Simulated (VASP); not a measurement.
Set up this calculation in VASP 6.6.1, as the native input.

| Quantity | Value |
| --- | --- |
| Task | single point |
| Functional | PBE |
| Potentials or basis | VASP PAW PBE potentials, release 64 (As) |
| Cutoff | 520 eV |
| k mesh | 15 × 15 × 8 |
| Occupations | fermi-dirac, width 0.1 eV |
| Spin | no spin polarisation |
| Dipole correction | no |
| Further INCAR settings | ALGO = Normal; EDIFF = 1e-06; NBANDS = 12 |

The structure of As lies in POSCAR:

```
As
1.0
    3.0023113012      0.0000000000      0.0000000000
   -1.5011556506      2.6000778569      0.0000000000
    0.0000000000      0.0000000000      5.0371048031
As
2
Direct
    0.3333333333      0.6666666667      0.2500000000
    0.6666666667      0.3333333333      0.7500000000
```

The input as run:

INCAR

```
SYSTEM = As
PREC = Accurate
ENCUT = 520
EDIFF = 1E-6
ISMEAR = -1
SIGMA = 0.1
LREAL = .False.
LASPH = .True.
NELM = 80
ALGO = Normal
ISIF = 2
LWAVE = .False.
LCHARG = .False.
GGA = PE
NBANDS = 12
```

KPOINTS

```
Automatic mesh
0
Gamma
  15 15 8
  0 0 0
```

Potentials or basis: VASP PAW PBE potentials, release 64 (As).

Run with:

```bash
$ cat potpaw_PBE.64/As/POTCAR > POTCAR
$ mpirun -np 1 vasp_std > vasp.out
```

Results of the run:

```yaml
Pressure: -1.5 GPa
Band_gap_on_the_k_mesh: zero (band 5 reaches 11.05 eV, above the bottom of band 6 at 2.56 eV)
```

Wall time 29 s on 1 thread of Intel(R) Xeon(R) Platinum 8259CL CPU @ 2.50GHz (Skylake/Cascade Lake), on a shared host, peak memory 0.19 GiB.
